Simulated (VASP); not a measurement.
Write the native input for VASP 6.6.1 that does the following.

```yaml
Task: single point
Functional: LDA
Potentials_or_basis: VASP PAW LDA potentials, release 64 (Sn_d, O)
Cutoff: 520 eV
k_mesh: 7 × 7 × 6
Occupations: fermi-dirac, width 0.05 eV
Spin: no spin polarisation
Dipole_correction: no
Further_INCAR_settings: ALGO = Normal; EDIFF = 1e-07; NBANDS = 28
```

The structure of SnO lies in POSCAR:

```
SnO
1.0
    3.7669653971      0.0000000000      0.0000000000
    0.0000000000      3.7669653971      0.0000000000
    0.0000000000      0.0000000000      4.6594550730
Sn O
2 2
Direct
    0.5000000000      0.0000000000      0.7543158125
    0.0000000000      0.5000000000      0.2456841875
    0.0000000000      0.0000000000      0.0000000000
    0.5000000000      0.5000000000      0.0000000000
```

These files were run (other wordings do the same):

INCAR

```
SYSTEM = SnO
PREC = Accurate
ENCUT = 520
EDIFF = 1E-7
ISMEAR = -1
SIGMA = 0.05
LREAL = .FALSE.
LASPH = .TRUE.
NELM = 100
ALGO = Normal
ISIF = 2
LWAVE = .FALSE.
LCHARG = .FALSE.
NBANDS = 28
```

KPOINTS

```
regular mesh
0
G
  7 7 6
  0 0 0
```

Potentials or basis: VASP PAW LDA potentials, release 64 (Sn_d, O).

Run with:

```sh
$ cat potpaw_LDA.64/Sn_d/POTCAR potpaw_LDA.64/O/POTCAR > POTCAR
$ mpirun -np 1 vasp_std > vasp.out
```

It gave:

```json
{
  "Pressure": "0.3 GPa",
  "Largest force": "0.118 eV/Å",
  "Band gap on the k mesh": "0.05 eV, indirect (least direct gap 1.86 eV)"
}
```

Caveat: spin-orbit coupling is left out, which moves the levels of the heavy elements.

Run time: 30 s on 1 thread of Intel(R) Xeon(R) 6975P-C (Granite Rapids), with other jobs on the host, peak memory 0.18 GiB.
